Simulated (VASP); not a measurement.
# Cu (C2/c) in VASP: a series of runs

The runs below take Cu through single point, with LDA.

Everything below comes from runs of VASP 6.6.1. Logs are shortened: lines on timing, memory, paths and dates and some standing lists are left out, and cuts for length are marked.

### 1 The cell of the first run

The typed cell holds 2 atoms: a = 2.489 Å, b = 2.489 Å, c = 4.763 Å, α = 105.09°, β = 105.09°, γ = 120.05°.

This isn't the form of Cu at room conditions, which is fcc.

### 2 Single point, LDA (10.90 Å³/atom)

The input, INCAR:

```
SYSTEM = Cu
  ALGO = Normal
  EDIFF = 1E-6
  ENCUT = 520
  GGA = CA
  ISIF = 2
  ISMEAR = -1
  LASPH = .True.
  LCHARG = .False.
  LREAL = .False.
  LWAVE = .False.
  NBANDS = 18
  NELM = 80
  PREC = Accurate
  SIGMA = 0.1
```

The input, KPOINTS:

```
k-points
0
Gamma
  18 18 9
  0 0 0
```

The input, POSCAR:

```
Cu
1.0
   -1.6719164294      1.3774320326      1.2260187265
    1.3774320326     -1.6719164294      1.2260187265
    3.1280172397      3.1280172397     -1.7653674385
Cu
2
Direct
    0.9586702959      0.0413297041      1.0000000000
    0.7913297041      0.2086702959      0.5000000000
```

Potentials or basis: VASP PAW LDA potentials, release 64 (Cu).

Run with:

```console
$ cat potpaw_LDA.64/Cu/POTCAR > POTCAR
$ mpirun -np 1 vasp_std > vasp.out
```

OUTCAR:

```text
SYSTEM = Cu
   EDIFF = 1E-6
   ENCUT = 520
   GGA = CA
   ISIF = 2
   ISMEAR = -1
   LASPH = .True.
   LREAL = .False.
   NELM = 80
   PREC = Accurate

 ion  position               nearest neighbor table
   1  0.959  0.041  0.000-   2 2.49   2 2.49   2 2.49   2 2.49   2 2.49   2 2.49
   2  0.791  0.209  0.500-   1 2.49   1 2.49   1 2.49   1 2.49   1 2.49   1 2.49

  Warning from LATTYP: Got some problem with cell dimensions!
  Tried to take original basis but could not verify dimensions!
  LATTYP: Found a base centered monoclinic cell.
 ALAT       =     2.4871529488
 B/A-ratio  =     1.7338820893
 C/A-ratio  =     1.6346514501
 COS(beta)  =    -0.0014713618

  Lattice vectors:

 A1 = (   1.6719164294,  -1.3774320326,  -1.2260187265)
 A2 = (  -1.3774320326,   1.6719164294,  -1.2260187265)
 A3 = (   2.8335328429,   2.8335328429,   0.6866700145)

Analysis of symmetry for initial positions (statically):
=====================================================================
 Subroutine PRICEL returns:
 Original cell was already a primitive cell.

 Routine SETGRP: Setting up the symmetry group for a
 base centered monoclinic supercell.

 Subroutine GETGRP returns: Found  4 space group operations
 (whereof  2 operations were pure point group operations)
 out of a pool of  4 trial point group operations.

The static configuration has the point symmetry C_2 .
 The point group associated with its full space group is C_2h.

Analysis of symmetry for dynamics (positions and initial velocities):
=====================================================================
 Subroutine PRICEL returns:
 Original cell was already a primitive cell.

 Routine SETGRP: Setting up the symmetry group for a
 base centered monoclinic supercell.

 Subroutine GETGRP returns: Found  4 space group operations
 (whereof  2 operations were pure point group operations)
 out of a pool of  4 trial point group operations.

The dynamic configuration has the point symmetry C_2 .
 The point group associated with its full space group is C_2h.

 Subroutine INISYM returns: Found  4 space group operations
 (whereof  2 operations are pure point group operations),
 and found     1 'primitive' translations

----------------------------------------------------------------------------------------

                                     Primitive cell

  volume of cell :      21.8033

  direct lattice vectors                    reciprocal lattice vectors
    -1.671916429  1.377432033  1.226018726    -0.040519641  0.287419265  0.437476224
     1.377432033 -1.671916429  1.226018726     0.287419265 -0.040519641  0.437476224
     3.128017240  3.128017240 -1.765367438     0.171467739  0.171467739  0.041185809

  length of vectors
     2.489125443  2.489125443  4.762930390     0.525011545  0.525011545  0.245964717

  position of ions in fractional coordinates (direct lattice)
     0.958670296  0.041329704  0.000000000
     0.791329704  0.208670296  0.500000000

  ion indices of the primitive-cell ions
   primitive index   ion index
                 1           1
                 2           2

----------------------------------------------------------------------------------------

 KPOINTS: k-points

Automatic generation of k-mesh.
 Grid dimensions read from file:
 generate k-points for:   18   18    9

 Generating k-lattice:

  Cartesian coordinates                     Fractional coordinates (reciprocal lattice)
    -0.002251091  0.015967737  0.024304235     0.055555556  0.000000000  0.000000000
     0.015967737 -0.002251091  0.024304235     0.000000000  0.055555556  0.000000000
     0.019051971  0.019051971  0.004576201     0.000000000  0.000000000  0.111111111

  Length of vectors
     0.029167308  0.029167308  0.027329413

  Shift w.r.t. Gamma in fractional coordinates (k-lattice)
     0.000000000  0.000000000  0.000000000

 Subroutine IBZKPT returns following result:
 ===========================================

 Found    775 irreducible k-points:

 Following reciprocal coordinates:
            Coordinates               Weight
  0.000000  0.000000  0.000000      1.000000
  0.055556 -0.000000  0.000000      4.000000
  0.111111 -0.000000  0.000000      4.000000
  0.166667  0.000000 -0.000000      4.000000
  0.222222  0.000000  0.000000      4.000000
  0.277778 -0.000000  0.000000      4.000000
[... 16 lines left out ...]
 -0.277778  0.055556  0.000000      4.000000
 -0.222222  0.055556  0.000000      4.000000
 [... further k-points ...]
   k-points           NKPTS =    775   k-points in BZ     NKDIM =    775   number of bands    NBANDS=     18
   number of dos      NEDOS =    301   number of ions     NIONS =      2
   total plane-waves  NPLWV =  14400
   dimension x,y,z NGX =    20 NGY =   20 NGZ =   36
   dimension x,y,z NGXF=    40 NGYF=   40 NGZF=   72
   ions per type =               2
   NGX,Y,Z   is equivalent  to a cutoff of  13.36, 13.36, 12.57 a.u.
   NGXF,Y,Z  is equivalent  to a cutoff of  26.72, 26.72, 25.13 a.u.
 SYSTEM =  Cu
   PREC   = accura    normal or accurate (medium, high low for compatibility)
   ISTART =      0    job   : 0-new  1-cont  2-samecut
   ICHARG =      2    charge: 1-file 2-atom 10-const
   ISPIN  =      1    spin polarized calculation?
   LNONCOLLINEAR =      F non collinear calculations
   LSORBIT =      F    spin-orbit coupling
   LASPH  =      T    aspherical Exc in radial PAW
   ENCUT  =  520.0 eV  38.22 Ry    6.18 a.u.   4.63  4.63  8.86*2*pi/ulx,y,z
   NELM   =     80;   NELMIN=  2; NELMDL= -5     # of ELM steps
   EDIFF  = 0.1E-05   stopping-criterion for ELM
   LREAL  =      F    real-space projection
   EDIFFG = 0.1E-04   stopping-criterion for IOM
   NSW    =      0    number of steps for IOM
   IBRION =     -1    ionic relax: 0-MD 1-quasi-New 2-CG
   NFREE  =      0    steps in history (QN), initial steepest desc. (CG)
   ISIF   =      2    stress and relaxation
   ISYM   =      2    0-nonsym 1-usesym 2-fastsym
   POTIM  = 0.5000    time-step for ionic-motion
   TEBEG  =    0.0;   TEEND  =   0.0 temperature during run
   PSTRESS=    0.0 pullay stress
   NELECT =      22.0000    total number of electrons
   NUPDOWN=      -1.0000    fix difference up-down
   EMIN   =  10.00;   EMAX   =-10.00  energy-range for DOS
   EFERMI =   0.00;   METHOD = LEGACY
   ISMEAR =    -1;   SIGMA  =   0.10  broadening in eV -4-tet -1-fermi 0-gaus
   EFERMI_NEDOS =   21; number of points for ismear=-14 and -15
   IALGO  =     38    algorithm
   IMIX   =      4    mixing-type and parameters
     AMIX     =   0.40;   BMIX     =  1.00
     AMIX_MAG =   1.60;   BMIX_MAG =  1.00
  volume/ion in A,a.u.               =      10.90        73.57
  Fermi-wavevector in a.u.,A,eV,Ry     =   1.642008  3.102944 36.683875  2.696189
  Thomas-Fermi vector in A             =   2.732382
   LORBIT       =      0    0 simple, 1 ext, 2 COOP (PROOUT), +10 PAW based schemes
   GGA     = CA    functional components
   LHFCALC =     F    Hartree Fock is set to
   AEXX    =    0.0000 exact exchange contribution
   IVDW    =     0    specifies the selected vdW correction
   LEPSILON=     F    determine dielectric tensor
   LRPA    =     F    only Hartree local field effects (RPA)
 non-spin polarized calculation
  energy-cutoff  :      520.00
  volume of cell :       21.80
 maximum number of plane-waves:       603
   NGX =  9   NGY =  9   NGZ = 17

 number of electron      21.9999995 magnetization

 Free energy of the ion-electron system (eV)
  ---------------------------------------------------
  ext. energy  EPLUGINS =         0.00000000
  ---------------------------------------------------
  free energy    TOTEN  =        -9.40478281 eV

  energy without entropy =       -9.38207116  energy(sigma->0) =       -9.39342699

 E-fermi :   8.3500     XC(G=0): -13.5772

 val. band max:        8.3442853711   @ k =  -0.0556  -0.0556   0.1111
 cond. band min:       8.3516530964   @ k =  -0.4444   0.5000   0.3333
 fundamental gap:      0.0073677253
 Fermi energy:         8.3499912499

 k-point     1 :       0.0000    0.0000    0.0000
  band No.  band energies     occupation
      1      -1.5893      2.00000
      2       2.7880      2.00000
      3       5.0437      2.00000
      4       5.1118      2.00000
      5       5.1222      2.00000
      6       5.3506      2.00000
[... 10 lines left out ...]
     17      32.9487      0.00000
     18      32.9679      0.00000

 k-point     2 :       0.0556   -0.0000    0.0000
  band No.  band energies     occupation
      1      -1.4537      2.00000
      2       2.8375      2.00000
      3       4.9701      2.00000
      4       5.1479      2.00000
      5       5.1674      2.00000
      6       5.3236      2.00000
[... 10 lines left out ...]
     17      32.9052      0.00000
     18      33.5219      0.00000

 k-point     3 :       0.1111   -0.0000    0.0000
  band No.  band energies     occupation
      1      -1.0521      2.00000
      2       2.9801      2.00000
      3       4.8522      2.00000
      4       5.1421      2.00000
      5       5.1776      2.00000
      6       5.2384      2.00000
[... 10 lines left out ...]
     17      31.8461      0.00000
     18      32.7719      0.00000

 k-point     4 :       0.1667    0.0000   -0.0000
  band No.  band energies     occupation
      1      -0.4032      2.00000
      2       3.1920      2.00000
      3       4.6591      2.00000
      4       4.7347      2.00000
      5       5.0797      2.00000
      6       5.3345      2.00000
[... 10 lines left out ...]
     17      30.0421      0.00000
     18      31.1064      0.00000

 k-point     5 :       0.2222    0.0000    0.0000
  band No.  band energies     occupation
      1       0.4510      2.00000
      2       3.3997      2.00000
      3       4.2450      2.00000
      4       4.6586      2.00000
      5       4.9308      2.00000
      6       5.3428      2.00000
[... 10 lines left out ...]
     17      29.2825      0.00000
     18      29.9886      0.00000

 k-point     6 :       0.2778   -0.0000    0.0000
  band No.  band energies     occupation
      1       1.4143      2.00000
      2       3.4407      2.00000
      3       4.0500      2.00000
      4       4.6066      2.00000
      5       4.9058      2.00000
      6       5.4007      2.00000
[... 10 lines left out ...]
     17      28.8358      0.00000
     18      29.0606      0.00000

 k-point     7 :       0.3333    0.0000    0.0000
  band No.  band energies     occupation
      1       2.2740      2.00000
      2       3.3170      2.00000
      3       4.0332      2.00000
      4       4.4601      2.00000
      5       5.1829      2.00000
      6       5.4468      2.00000
[... 10 lines left out ...]
     17      28.0393      0.00000
     18      28.5687      0.00000

 k-point     8 :       0.3889    0.0000    0.0000
  band No.  band energies     occupation
      1       2.7680      2.00000
      2       3.1958      2.00000
      3       4.0709      2.00000
      4       4.3180      2.00000
      5       5.5269      2.00000
      6       5.5882      2.00000
[... 10 lines left out ...]
     17      27.1761      0.00000
     18      27.3549      0.00000
[... 229 lines left out ...]
     17      26.0094      0.00000
     18      26.9156      0.00000

 k-point    20 :      -0.4444    0.0556   -0.0000
  band No.  band energies     occupation
      1       2.8966      2.00000
      2       3.2412      2.00000
      3       4.0720      2.00000
      4       4.3032      2.00000
      5       5.3895      2.00000
      6       5.7376      2.00000
[... 10 lines left out ...]
     17      25.5584      0.00000
     18      27.3306      0.00000

 k-point    21 :      -0.3889    0.0556    0.0000
  band No.  band energies     occupation
      1       2.5671      2.00000
      2       3.3525      2.00000
      3       4.0180      2.00000
      4       4.4189      2.00000
      5       5.2098      2.00000
      6       5.4650      2.00000
[... 10 lines left out ...]
     17      26.6187      0.00000
     18      28.0443      0.00000

 k-point    22 :      -0.3333    0.0556   -0.0000
  band No.  band energies     occupation
      1       1.8413      2.00000
      2       3.5010      2.00000
      3       3.9983      2.00000
      4       4.5492      2.00000
      5       4.9579      2.00000
      6       5.3765      2.00000
[... 10 lines left out ...]
     17      27.8617      0.00000
     18      29.0144      0.00000

 k-point    23 :      -0.2778    0.0556    0.0000
  band No.  band energies     occupation
      1       0.8940      2.00000
      2       3.5595      2.00000
      3       4.1087      2.00000
      4       4.5913      2.00000
      5       4.9094      2.00000
      6       5.3202      2.00000
[... 10 lines left out ...]
     17      29.2219      0.00000
     18      30.0535      0.00000

 k-point    24 :      -0.2222    0.0556    0.0000
  band No.  band energies     occupation
      1      -0.0128      2.00000
      2       3.3871      2.00000
      3       4.4505      2.00000
      4       4.6397      2.00000
      5       5.0514      2.00000
      6       5.2991      2.00000
[... 10 lines left out ...]
     17      30.6060      0.00000
     18      30.7751      0.00000

 [... further k-points ...]
[... 5 lines left out ...]
  --------------------------------------------------------------------------------------
  -------------------------------------------------------------------------------------
  Total        0.1625252      0.1625252      0.1178692      0.0381474      0.0032750      0.0032750
  in kB       11.9428899     11.9428899      8.6614239      2.8031948      0.2406587      0.2406590
  external PRESSURE =      10.8490679 kB  Pullay stress =       0.0000000 kB

 VOLUME and BASIS-vectors are now :
 -----------------------------------------------------------------------------
  energy-cutoff  :      520.00
  volume of cell :       21.80
      direct lattice vectors                 reciprocal lattice vectors
    -1.671916429  1.377432033  1.226018726    -0.040519641  0.287419265  0.437476224
     1.377432033 -1.671916429  1.226018726     0.287419265 -0.040519641  0.437476224
     3.128017240  3.128017240 -1.765367438     0.171467739  0.171467739  0.041185809

 POSITION                                       TOTAL-FORCE (eV/Angst)
 -----------------------------------------------------------------------------------
     -1.54589      1.25140      1.22602         0.000489     -0.000489     -0.000000
      0.52840      2.30513      0.34334        -0.000489      0.000489      0.000000
 -----------------------------------------------------------------------------------
    total drift:                                0.000000     -0.000000      0.000000

  FREE ENERGIE OF THE ION-ELECTRON SYSTEM (eV)
  ---------------------------------------------------
  free  energy   TOTEN  =        -9.4047828147 eV

  energy  without entropy=       -9.3820711582  energy(sigma->0) =       -9.39342699
```

Run time: 3.2 min. Hardware: 1 thread of AMD EPYC 7R13 (Zen 3), shared host; peak memory 0.31 GiB.

What came out:

- Free energy: -9.4048 eV
- Pressure: 1.1 GPa
- Band gap on the k mesh: zero (bands 11 and 12 overlap by 6.29 eV)

Stress tensor (GPa, compression positive):
```
1.19 0.28 0.02
0.28 1.19 0.02
0.02 0.02 0.87
```

(Part 1 of 3 ends here.)
